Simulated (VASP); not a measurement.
**Al20O: single point with LDA**

Slab: Al20O, a slab with vacuum.

```
Al O
1.0
     8.10000    0.00000    0.00000
     0.00000    5.72757    0.00000
     0.00000    0.00000   16.72756
Al O
20 1
Direct
  0.00000 0.00000 0.05978
  0.50000 0.00000 0.05978
  0.00000 0.50000 0.05978
  0.50000 0.50000 0.05978
  0.25000 0.25000 0.14538
  0.75000 0.25000 0.14538
  0.25000 0.75000 0.14538
  0.75000 0.75000 0.14538
  0.99790 0.99504 0.22144
  0.50378 0.00485 0.22740
  0.00793 0.49733 0.22680
  0.50449 0.50702 0.22342
  0.26589 0.28123 0.31334
  0.76247 0.25328 0.30620
  0.25857 0.77366 0.32052
  0.75839 0.74618 0.30457
  0.97014 0.99986 0.39382
  0.53477 0.00587 0.38739
  0.98856 0.50823 0.38821
  0.51852 0.50850 0.38421
  0.18561 0.05392 0.37733
```

```yaml
Program: VASP 6.6.1
Task: single point
Functional: LDA
Potentials_or_basis: VASP PAW LDA potentials, release 64 (Al, O)
Cutoff: 520 eV
k_mesh: 3 × 4 × 1
Occupations: gaussian, width 0.1 eV
Spin: no spin polarisation
Dipole_correction: no
Further_INCAR_settings: LREAL = Auto; ALGO = Normal; EDIFF = 1e-07; NBANDS = 49
```

* Largest force: 0.984 eV/Å
* Band gap on the k mesh: zero (band 33 reaches 1.23 eV, above the bottom of band 34 at 0.87 eV)

Forces in eV/Å, atoms in the order of the input:
```
Al  -0.054  0.021  0.107
Al   0.096 -0.011  0.378
Al  -0.003 -0.052  0.377
Al   0.023 -0.009  0.226
Al  -0.020 -0.104 -0.077
Al  -0.027 -0.044 -0.440
Al   0.039  0.112 -0.008
Al  -0.007  0.117 -0.565
Al  -0.039  0.022 -0.031
Al  -0.029  0.005  0.009
Al  -0.005  0.021  0.032
Al  -0.015  0.003  0.012
Al  -0.033  0.186  0.028
Al   0.006  0.015 -0.039
Al  -0.033  0.155  0.152
Al   0.022  0.024  0.010
Al  -0.153  0.135  0.116
Al   0.055  0.025 -0.007
Al  -0.190  0.201  0.040
Al  -0.014  0.030 -0.015
O    0.383 -0.854 -0.303
```

Levels at points of the mesh, in eV from the Fermi level:
```csv
k point,band 31,band 32,band 33,band 34,band 35,band 36
"(0.00, 0.00, 0.00)",-0.76,-0.60,-0.44,-0.08,0.28,0.52
"(0.00, 0.50, 0.00)",-0.08,0.10,0.15,0.49,0.60,0.69
```

It took 5.4 min on 1 thread of Intel(R) Xeon(R) 6975P-C (Granite Rapids) (shared host), peak memory 0.62 GiB.
